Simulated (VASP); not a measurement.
# Al (P6_3/mmc) in VASP: further runs, part 2 of 2

VASP 6.6.1. The steps go on from the part before.

**5. Single point, PBEsol+D3(BJ) (volume 14.362 Å^3 an atom, c/a of the conventional cell 3.4853)**

INCAR

```
SYSTEM = Al
PREC = Accurate
ENCUT = 520
EDIFF = 1E-7
ISMEAR = 0
SIGMA = 0.15
LREAL = .False.
LASPH = .True.
NELM = 100
ALGO = Normal
ISIF = 2
LWAVE = .False.
LCHARG = .False.
GGA = PS
IVDW = 12
NBANDS = 14
```

KPOINTS

```
Automatic mesh
0
Gamma
  18 18 6
  0 0 0
```

POSCAR

```
Al
1.0
    2.6699392013      0.0000000000      0.0000000000
   -1.3349696006      2.3122351749      0.0000000000
    0.0000000000      0.0000000000      9.3055390983
Al
4
Direct
    0.0000000000      0.0000000000      0.0000000000
    0.3333333333      0.6666666667      0.2500000000
    0.0000000000      0.0000000000      0.5000000000
    0.6666666667      0.3333333333      0.7500000000
```

Potentials or basis: VASP PAW PBE potentials, release 64 (Al).

Run with:

```bash
cat potpaw_PBE.64/Al/POTCAR > POTCAR
mpirun -np 1 vasp_std > vasp.out
```

OUTCAR:

```text
SYSTEM = Al
   PREC = Accurate
   ENCUT = 520
   EDIFF = 1E-7
   ISMEAR = 0
   LREAL = .False.
   LASPH = .True.
   NELM = 100
   ISIF = 2
   GGA = PS
   IVDW = 12
 IVDW          = 12

 ion  position               nearest neighbor table
   1  0.000  0.000  0.000-   2 2.79   4 2.79   2 2.79   4 2.79   4 2.79   2 2.79
   2  0.333  0.667  0.250-   1 2.79   3 2.79   1 2.79   3 2.79   1 2.79   3 2.79
   3  0.000  0.000  0.500-   2 2.79   4 2.79   2 2.79   4 2.79   4 2.79   2 2.79
   4  0.667  0.333  0.750-   1 2.79   3 2.79   1 2.79   3 2.79   1 2.79   3 2.79

  LATTYP: Found a hexagonal cell.
 ALAT       =     2.6699392013
 C/A-ratio  =     3.4853000000

  Lattice vectors:

 A1 = (   2.6699392013,   0.0000000000,   0.0000000000)
 A2 = (  -1.3349696006,   2.3122351749,   0.0000000000)
 A3 = (   0.0000000000,   0.0000000000,   9.3055390983)

Analysis of symmetry for initial positions (statically):
=====================================================================
 Subroutine PRICEL returns:
 Original cell was already a primitive cell.

 Routine SETGRP: Setting up the symmetry group for a
 hexagonal supercell.

 Subroutine GETGRP returns: Found 24 space group operations
 (whereof 12 operations were pure point group operations)
 out of a pool of 24 trial point group operations.

The static configuration has the point symmetry D_3d.
 The point group associated with its full space group is D_6h.

Analysis of symmetry for dynamics (positions and initial velocities):
=====================================================================
 Subroutine PRICEL returns:
 Original cell was already a primitive cell.

 Routine SETGRP: Setting up the symmetry group for a
 hexagonal supercell.

 Subroutine GETGRP returns: Found 24 space group operations
 (whereof 12 operations were pure point group operations)
 out of a pool of 24 trial point group operations.

The dynamic configuration has the point symmetry D_3d.
 The point group associated with its full space group is D_6h.

 Subroutine INISYM returns: Found 24 space group operations
 (whereof 12 operations are pure point group operations),
 and found     1 'primitive' translations

----------------------------------------------------------------------------------------

                                     Primitive cell

  volume of cell :      57.4480

  direct lattice vectors                    reciprocal lattice vectors
     2.669939201  0.000000000  0.000000000     0.374540364  0.216240980  0.000000000
    -1.334969601  2.312235175  0.000000000     0.000000000  0.432481960  0.000000000
     0.000000000  0.000000000  9.305539098     0.000000000  0.000000000  0.107462877

  length of vectors
     2.669939201  2.669939201  9.305539098     0.432481960  0.432481960  0.107462877

  position of ions in fractional coordinates (direct lattice)
     0.000000000  0.000000000  0.000000000
     0.333333333  0.666666667  0.250000000
     0.000000000  0.000000000  0.500000000
     0.666666667  0.333333333  0.750000000

  ion indices of the primitive-cell ions
[... 58 lines left out ...]
 [... further k-points ...]
   k-points           NKPTS =    148   k-points in BZ     NKDIM =    148   number of bands    NBANDS=     14
   number of dos      NEDOS =    301   number of ions     NIONS =      4
   total plane-waves  NPLWV =  28000
   dimension x,y,z NGX =    20 NGY =   20 NGZ =   70
   dimension x,y,z NGXF=    40 NGYF=   40 NGZF=  140
   ions per type =               4
   NGX,Y,Z   is equivalent  to a cutoff of  12.45, 12.45, 12.51 a.u.
   NGXF,Y,Z  is equivalent  to a cutoff of  24.91, 24.91, 25.01 a.u.
 SYSTEM =  Al
   PREC   = accura    normal or accurate (medium, high low for compatibility)
   ISTART =      0    job   : 0-new  1-cont  2-samecut
   ICHARG =      2    charge: 1-file 2-atom 10-const
   ISPIN  =      1    spin polarized calculation?
   LNONCOLLINEAR =      F non collinear calculations
   LSORBIT =      F    spin-orbit coupling
   LASPH  =      T    aspherical Exc in radial PAW
   ENCUT  =  520.0 eV  38.22 Ry    6.18 a.u.   4.96  4.96 17.30*2*pi/ulx,y,z
   NELM   =    100;   NELMIN=  2; NELMDL= -5     # of ELM steps
   EDIFF  = 0.1E-06   stopping-criterion for ELM
   LREAL  =      F    real-space projection
   EDIFFG = 0.1E-05   stopping-criterion for IOM
   NSW    =      0    number of steps for IOM
   IBRION =     -1    ionic relax: 0-MD 1-quasi-New 2-CG
   NFREE  =      0    steps in history (QN), initial steepest desc. (CG)
   ISIF   =      2    stress and relaxation
   ISYM   =      2    0-nonsym 1-usesym 2-fastsym
   POTIM  = 0.5000    time-step for ionic-motion
   TEBEG  =    0.0;   TEEND  =   0.0 temperature during run
   PSTRESS=    0.0 pullay stress
   NELECT =      12.0000    total number of electrons
   NUPDOWN=      -1.0000    fix difference up-down
   EMIN   =  10.00;   EMAX   =-10.00  energy-range for DOS
   EFERMI =   0.00;   METHOD = LEGACY
   ISMEAR =     0;   SIGMA  =   0.15  broadening in eV -4-tet -1-fermi 0-gaus
   EFERMI_NEDOS =   21; number of points for ismear=-14 and -15
   IALGO  =     38    algorithm
   IMIX   =      4    mixing-type and parameters
     AMIX     =   0.40;   BMIX     =  1.00
     AMIX_MAG =   1.60;   BMIX_MAG =  1.00
  volume/ion in A,a.u.               =      14.36        96.92
  Fermi-wavevector in a.u.,A,eV,Ry     =   0.971353  1.835590 12.837451  0.943526
  Thomas-Fermi vector in A             =   2.101563
   LORBIT       =      0    0 simple, 1 ext, 2 COOP (PROOUT), +10 PAW based schemes
   GGA     = PS    functional components
   LHFCALC =     F    Hartree Fock is set to
   AEXX    =    0.0000 exact exchange contribution
   IVDW    =    12    specifies the selected vdW correction
   LEPSILON=     F    determine dielectric tensor
   LRPA    =     F    only Hartree local field effects (RPA)
 non-spin polarized calculation
 Gauss-broadening in eV      SIGMA  =   0.15
  energy-cutoff  :      520.00
  volume of cell :       57.45
 maximum number of plane-waves:      1581
 NGX is ok and might be reduce to    20
   NGX =  9   NGY =  9   NGZ = 35

 number of electron      12.0000000 magnetization

 Free energy of the ion-electron system (eV)
  ---------------------------------------------------
  ext. energy  EPLUGINS =         0.00000000
  ---------------------------------------------------
  free energy    TOTEN  =       -15.97999687 eV

  energy without entropy =      -15.96310608  energy(sigma->0) =      -15.97155148

 E-fermi :   9.4397     XC(G=0): -10.7724

 val. band max:        9.4275633189   @ k =   0.3333   0.0000   0.1667
 cond. band min:       9.4674456665   @ k =   0.3333   0.2222   0.5000
 fundamental gap:      0.0398823476
 Fermi energy:         9.4397018865

 k-point     1 :       0.0000    0.0000    0.0000
  band No.  band energies     occupation
      1      -2.6539      2.00000
      2      -0.9585      2.00000
      3      -0.9575      2.00000
      4       3.9442      2.00000
      5       4.0681      2.00000
      6      11.9300      0.00000
      7      11.9369      0.00000
      8      21.2472      0.00000
      9      22.1418      0.00000
     10      22.1418      0.00000
     11      22.2675      0.00000
     12      22.2675      0.00000
     13      22.9744      0.00000
     14      23.0120      0.00000
[... 377 lines left out ...]
      1       2.9215      2.00000
      2       4.4947      2.00000
      3       4.5058      2.00000
      4       5.7854      2.00000
      5       7.4565      2.00000
      6       7.5175      2.00000
      7       9.2725      1.88497
      8       9.6750      0.02650
      9      11.8785      0.00000
     10      12.1135      0.00000
     11      13.8577      0.00000
     12      14.4865      0.00000
     13      15.0028      0.00000
     14      17.4192      0.00000

 [... further k-points ...]

------------------------ aborting loop because EDIFF is reached ----------------------------------------

 Edisp (eV)   -1.46175

 E8    (eV) :    -0.9844

  FORCE on cell =-STRESS in cart. coord.  units (eV):
  Direction    XX          YY          ZZ          XY          YZ          ZX
  --------------------------------------------------------------------------------------
  -------------------------------------------------------------------------------------
  Total       4.55135     4.55135     1.45312     0.00000    -0.00000     0.00000
  in kB     126.93336   126.93336    40.52619     0.00000    -0.00000     0.00000
  external pressure =       98.13 kB  Pullay stress =        0.00 kB

 VOLUME and BASIS-vectors are now :
 -----------------------------------------------------------------------------
  energy-cutoff  :      520.00
  volume of cell :       57.45
      direct lattice vectors                 reciprocal lattice vectors
     2.669939201  0.000000000  0.000000000     0.374540364  0.216240980  0.000000000
    -1.334969601  2.312235175  0.000000000     0.000000000  0.432481960  0.000000000
     0.000000000  0.000000000  9.305539098     0.000000000  0.000000000  0.107462877

 POSITION                                       TOTAL-FORCE (eV/Angst)
 -----------------------------------------------------------------------------------
      0.00000      0.00000      0.00000        -0.000000      0.000000     -0.000000
     -0.00000      1.54149      2.32638         0.000000     -0.000000      0.000000
      0.00000      0.00000      4.65277        -0.000000      0.000000     -0.000000
      1.33497      0.77075      6.97915        -0.000000      0.000000      0.000000
 -----------------------------------------------------------------------------------
    total drift:                               -0.000000      0.000000     -0.000000

  FREE ENERGIE OF THE ION-ELECTRON SYSTEM (eV)
  ---------------------------------------------------
  free  energy   TOTEN  =       -17.4417471980 eV

  energy  without entropy=      -17.4248564040  energy(sigma->0) =      -17.43330180
```

OSZICAR:

```text
N       E                     dE             d eps       ncg     rms          rms(c)
DAV:   1     0.612546037062E+01    0.61255E+01   -0.42890E+03  4152   0.671E+02
DAV:   2    -0.154204810129E+02   -0.21546E+02   -0.19960E+02  5404   0.933E+01
DAV:   3    -0.161067564995E+02   -0.68628E+00   -0.67521E+00  5600   0.133E+01
DAV:   4    -0.161111728930E+02   -0.44164E-02   -0.44151E-02  4874   0.132E+00
DAV:   5    -0.161112189185E+02   -0.46025E-04   -0.46025E-04  5536   0.141E-01    0.337E+00
DAV:   6    -0.160324853723E+02    0.78734E-01   -0.59097E-03  4690   0.385E-01    0.190E+00
DAV:   7    -0.159809111549E+02    0.51574E-01   -0.13704E-02  4684   0.565E-01    0.282E-01
DAV:   8    -0.159800042913E+02    0.90686E-03   -0.49681E-04  5588   0.114E-01    0.108E-01
DAV:   9    -0.159799977493E+02    0.65421E-05   -0.85637E-06  5202   0.154E-02    0.925E-03
DAV:  10    -0.159799971724E+02    0.57684E-06   -0.28511E-07  5326   0.305E-03    0.489E-03
DAV:  11    -0.159799969246E+02    0.24782E-06   -0.29662E-08  3080   0.836E-04    0.462E-04
DAV:  12    -0.159799968736E+02    0.51030E-07   -0.23451E-09  2774   0.308E-04
   1 F= -.17441747E+02 E0= -.17433302E+02  d E =-.168908E-01
```

stdout:

```text
POSCAR found type information on POSCAR Al
 POSCAR found :  1 types and       4 ions
 scaLAPACK will be used
 -----------------------------------------------------------------------------
|                                                                             |
|                                                                             |
|     You enforced a specific xc type in the INCAR file but a different       |
|     I HOPE YOU KNOW WHAT YOU ARE DOING!                                     |
|                                                                             |
 -----------------------------------------------------------------------------

 LDA part: xc-table for (Slater+PW92), standard interpolation
 POSCAR, INCAR and KPOINTS ok, starting setup
 FFT: planning ... GRIDC
 FFT: planning ... GRID_SOFT
 FFT: planning ... GRID
 WAVECAR not read
 entering main loop
```

Wall time 40 s (1 thread of Intel Xeon 6975P-C (Granite Rapids), shared host); peak memory 0.23 GiB.

What came out:

```
Free energy                : -17.4417 eV
Pressure                   : 9.8 GPa
Band gap on the k mesh     : zero (band 6 reaches 12.79 eV, above the bottom of band 7 at 8.05 eV)
Dispersion energy per atom : -0.365 eV
```

Caveat: the PAW data sets were made with another functional, which shifts forces and pressure a little; pairwise dispersion overbinds metals, which lowers pressure and volume.

**6. The runs side by side**

| cell | gap on the mesh (eV) | pressure (GPa) |
| --- | --- | --- |
| a = 2.688, b = 2.688, c = 9.182 Å, angles 90.0, 90.0, 120.0°, 4 atoms | none | 9.4 |
| a = 2.706, b = 2.706, c = 9.060 Å, angles 90.0, 90.0, 120.0°, 4 atoms | none | 9.2 |
| a = 2.742, b = 2.742, c = 8.821 Å, angles 90.0, 90.0, 120.0°, 4 atoms | none | 9.1 |
| a = 2.670, b = 2.670, c = 9.306 Å, angles 90.0, 90.0, 120.0°, 4 atoms | none | 9.8 |

Alike in all rows: task single point; level PBEsol+D3(BJ); potentials or basis VASP PAW PBE potentials, release 64 (Al); no spin polarisation; k mesh 18 × 18 × 6; cutoff (eV) 520; smearing gaussian 0.15 eV.

Caveats: the PAW data sets were made with another functional, which shifts forces and pressure a little; pairwise dispersion overbinds metals, which lowers pressure and volume.

Absolute energies hang on the potentials; compare differences alone.
